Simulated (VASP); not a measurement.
Crystal: PbS.

```
CELL_PARAMETERS angstrom
2.12665 1.22782 3.47478
-2.12665 1.22782 3.47478
0.00000 -2.45565 3.47478
ATOMIC_POSITIONS crystal
Pb 0.98057 0.98057 0.98057
S 0.47504 0.47504 0.47504
```

Base run:

| Item | Value |
| --- | --- |
| Program | VASP 6.6.1 |
| Functional | r2SCAN |
| Potentials or basis | VASP PAW PBE potentials, release 64 (Pb_d, S) |
| Cutoff | 520 eV |
| k mesh | 8 × 8 × 8 |
| Occupations | fermi-dirac, width 0.05 eV |
| Spin | no spin polarisation |

Its results: band gap on the k mesh 0.79 eV; pressure -1.1 GPa.

Q: The run is repeated on the same cell with these changes: functional from r2SCAN to LDA; potentials or basis from VASP PAW PBE potentials, release 64 (Pb_d, S) to VASP PAW LDA potentials, release 64 (Pb_d, S). What comes out?

A: Band gap on the k mesh 0.37 eV; pressure -4.6 GPa.

Caveats: spin-orbit coupling is left out, which moves the levels of the heavy elements; the PAW data sets were made with another functional, which shifts forces and pressure a little (at least some runs); the cell stands under tension (at least some runs).

A k mesh can miss the band edges.
